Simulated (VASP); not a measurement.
# Os (Cmcm) in VASP: further runs, part 2 of 2

VASP 6.6.1.

**5. Single point, PBE (strain -0.0050 x Voigt [0, 1, 0, 0, 0, 0])**

The input, INCAR:

```
SYSTEM = Os
PREC = Accurate
ENCUT = 520
EDIFF = 1E-7
ISMEAR = 0
SIGMA = 0.15
LREAL = .FALSE.
LASPH = .TRUE.
NELM = 60
ALGO = Fast
ISIF = 2
LWAVE = .FALSE.
LCHARG = .FALSE.
GGA = PE
NBANDS = 15
```

The input, KPOINTS:

```
regular mesh
0
G
  18 18 12
  0 0 0
```

The input, POSCAR:

```
Os
1.0
    2.7340999755      0.0000000000      0.0000000000
   -1.3670499878      2.3559610351      0.0000000000
    0.0000000000      0.0000000000      4.3197000000
Os
2
Direct
    0.3333333333      0.6666666667      0.2500000000
    0.6666666667      0.3333333333      0.7500000000
```

Started as:

```
$ cat potpaw_PBE.64/Os/POTCAR > POTCAR
$ mpirun -np 1 vasp_std > vasp.out
```

Run time: 2.3 min. Hardware: 1 thread of Intel Xeon Platinum 8488C (Sapphire Rapids), shared host; peak memory 0.33 GiB.

Results (log left out):

| Quantity | Value |
| --- | --- |
| Free energy | -22.4802 eV |
| Pressure | 11.0 GPa |
| Largest force | 0.013 eV/Å |
| Band gap on the k mesh | zero (bands 8 and 9 overlap by 4.00 eV) |

Forces in eV/Å, atoms in the order of the input:
```
Os   0.000 -0.013  0.000
Os   0.000  0.013  0.000
```

Stress tensor (GPa, compression positive):
```
 9.94  0.00  0.00
 0.00 12.79  0.00
 0.00  0.00 10.18
```

Levels at points of the mesh, in eV from the Fermi level:
```
           k point  band 4  band 5  band 6  band 7  band 8  band 9  band 10  band 11  band 12  band 13
(0.00, 0.00, 0.00)   -3.03   -2.86   -2.29   -2.19   -1.57   -1.54    -0.01     1.68     1.71     9.10
(0.50, 0.00, 0.00)   -3.55   -2.93   -2.62   -1.94    2.06    2.62     2.73     4.44     5.75     9.37
(0.00, 0.50, 0.00)   -3.61   -2.90   -2.61   -1.88    2.09    2.64     2.71     4.48     5.80     9.44
(0.00, 0.00, 0.50)   -3.62   -3.32   -3.32   -3.23   -3.23    0.88     0.88     0.91     0.91    13.75
(0.50, 0.00, 0.50)   -5.40   -1.20   -1.20   -0.18   -0.18    2.40     2.40     3.32     3.32     9.18
(0.00, 0.50, 0.50)   -5.39   -1.25   -1.25   -0.15   -0.15    2.42     2.42     3.34     3.34     9.25
```

Caveat: the cell differs from its parent crystal (strain -0.0050 x Voigt [0, 1, 0, 0, 0, 0]); the cell stands under pressure; spin-orbit coupling is left out, which moves the levels of the heavy elements.

**6. Single point, PBE (strain +0.0050 x Voigt [0, 1, 0, 0, 0, 0])**

The input, INCAR:

```
SYSTEM = Os
PREC = Accurate
ENCUT = 520
EDIFF = 1E-7
ISMEAR = 0
SIGMA = 0.15
LREAL = .False.
LASPH = .True.
NELM = 100
ALGO = Fast
ISIF = 2
LWAVE = .False.
LCHARG = .False.
GGA = PE
NBANDS = 15
```

The input, KPOINTS:

```
regular mesh
0
Gamma
  18 18 12
  0 0 0
```

The input, POSCAR:

```
Os
1.0
    2.7340999755      0.0000000000      0.0000000000
   -1.3670499878      2.3796390354      0.0000000000
    0.0000000000      0.0000000000      4.3197000000
Os
2
Direct
    0.3333333333      0.6666666667      0.2500000000
    0.6666666667      0.3333333333      0.7500000000
```

Potentials or basis: VASP PAW PBE potentials, release 64 (Os).

Started as:

```
$ cat potpaw_PBE.64/Os/POTCAR > POTCAR
$ mpirun -np 1 vasp_std > vasp.out
```

OUTCAR:

```text
SYSTEM = Os
   PREC = Accurate
   ENCUT = 520
   EDIFF = 1E-7
   ISMEAR = 0
   LREAL = .False.
   LASPH = .True.
   NELM = 100
   ISIF = 2
   GGA = PE

 ion  position               nearest neighbor table
   1  0.333  0.667  0.250-   2 2.68   2 2.68   2 2.68   2 2.68   2 2.68   2 2.68
   2  0.667  0.333  0.750-   1 2.68   1 2.68   1 2.68   1 2.68   1 2.68   1 2.68

  LATTYP: Found a base centered orthorhombic cell.
 ALAT       =     2.7340999755
 B/A-ratio  =     1.7407110616
 C/A-ratio  =     1.5799349105

  Lattice vectors:

 A1 = (   1.3670499878,  -2.3796390354,   0.0000000000)
 A2 = (   1.3670499877,   2.3796390354,   0.0000000000)
 A3 = (   0.0000000000,   0.0000000000,   4.3197000000)

Analysis of symmetry for initial positions (statically):
=====================================================================
 Subroutine PRICEL returns:
 Original cell was already a primitive cell.

 Routine SETGRP: Setting up the symmetry group for a
 base centered orthorhombic supercell.

 Subroutine GETGRP returns: Found  8 space group operations
 (whereof  4 operations were pure point group operations)
 out of a pool of  8 trial point group operations.

The static configuration has the point symmetry C_2h.
 The point group associated with its full space group is D_2h.
[... 172 lines left out ...]
      1      -1.5034      2.00000
      2       1.6519      2.00000
      3       6.3053      2.00000
      4       6.4140      2.00000
      5       6.6446      2.00000
      6       7.1530      2.00000
      7       7.2510      2.00000
      8       7.8096      2.00000
      9       7.8379      2.00000
     10       9.4526      0.66662
     11      11.0582      0.00000
     12      11.0898      0.00000
     13      18.4505      0.00000
     14      23.4229      0.00000
[... 401 lines left out ...]
      2       3.0288      2.00000
      3       4.8099      2.00000
      4       4.9291      2.00000
      5       6.4163      2.00000
      6       6.5066      2.00000
      7       7.5406      2.00000
      8       8.4936      2.00000
      9       8.5729      2.00000
     10       9.3369      1.49101
     11      11.7371      0.00000
     12      17.0803      0.00000
     13      18.0050      0.00000
     14      23.4384      0.00000
     15      25.6803      0.00000

 [... further k-points ...]
[... 5 lines left out ...]
  --------------------------------------------------------------------------------------
  -------------------------------------------------------------------------------------
  Total        1.3039823      0.8250268      1.3318933     -0.0000000      0.0000000      0.0000000
  in kB       74.3366888     47.0326619     75.9278225     -0.0000000      0.0000000      0.0000000
  external PRESSURE =      65.7657244 kB  Pullay stress =       0.0000000 kB

 VOLUME and BASIS-vectors are now :
 -----------------------------------------------------------------------------
  energy-cutoff  :      520.00
  volume of cell :       28.10
      direct lattice vectors                 reciprocal lattice vectors
     2.734099975  0.000000000  0.000000000     0.365751073  0.210115901  0.000000000
    -1.367049988  2.379639035  0.000000000     0.000000000  0.420231802  0.000000000
     0.000000000  0.000000000  4.319700000     0.000000000  0.000000000  0.231497558

 POSITION                                       TOTAL-FORCE (eV/Angst)
 -----------------------------------------------------------------------------------
     -0.00000      1.58643      1.07993        -0.000000      0.012800      0.000000
      1.36705      0.79321      3.23977         0.000000     -0.012800     -0.000000
 -----------------------------------------------------------------------------------
    total drift:                               -0.000000      0.000000     -0.000000

  FREE ENERGIE OF THE ION-ELECTRON SYSTEM (eV)
  ---------------------------------------------------
  free  energy   TOTEN  =       -22.4956333767 eV

  energy  without entropy=      -22.4816641239  energy(sigma->0) =      -22.48864875
```

Wall time 2.3 min (1 thread of Intel Xeon Platinum 8488C (Sapphire Rapids), shared host); peak memory 0.33 GiB.

What came out:

```
Free energy            : -22.4956 eV
Pressure               : 6.6 GPa
Largest force          : 0.013 eV/Å
Band gap on the k mesh : zero (bands 8 and 9 overlap by 3.94 eV)
```

Forces in eV/Å, atoms in the order of the input:
```
Os   0.000  0.013  0.000
Os   0.000 -0.013  0.000
```

Caveat: the cell differs from its parent crystal (strain +0.0050 x Voigt [0, 1, 0, 0, 0, 0]); the cell stands under pressure; spin-orbit coupling is left out, which moves the levels of the heavy elements.

**7. Summary**

```csv
cell,further INCAR settings,gap on the mesh (eV),pressure (GPa),largest force (eV/Å)
"a = 2.734, b = 2.693, c = 4.320 Å, angles 90.0, 90.0, 120.5°, 2 atoms",ALGO = Fast; EDIFF = 1e-06; NBANDS = 15,none,18.2,0.06
"a = 2.734, b = 2.703, c = 4.320 Å, angles 90.0, 90.0, 120.4°, 2 atoms",ALGO = Fast; EDIFF = 1e-06; NBANDS = 15,none,15.7,0.05
"a = 2.734, b = 2.714, c = 4.320 Å, angles 90.0, 90.0, 120.2°, 2 atoms",ALGO = Fast; EDIFF = 1e-06; NBANDS = 15,none,13.2,0.03
"a = 2.734, b = 2.724, c = 4.320 Å, angles 90.0, 90.0, 120.1°, 2 atoms",ALGO = Fast; EDIFF = 1e-07; NBANDS = 15,none,11.0,0.01
"a = 2.734, b = 2.744, c = 4.320 Å, angles 90.0, 90.0, 119.9°, 2 atoms",ALGO = Fast; EDIFF = 1e-07; NBANDS = 15,none,6.6,0.01
```

Alike in all rows: task single point; level PBE; potentials or basis VASP PAW PBE potentials, release 64 (Os); no spin polarisation; k mesh 18 × 18 × 12; cutoff (eV) 520; smearing gaussian 0.15 eV.

Caveats: the cell stands under pressure; spin-orbit coupling is left out, which moves the levels of the heavy elements.

Absolute energies hang on the potentials; compare differences alone.
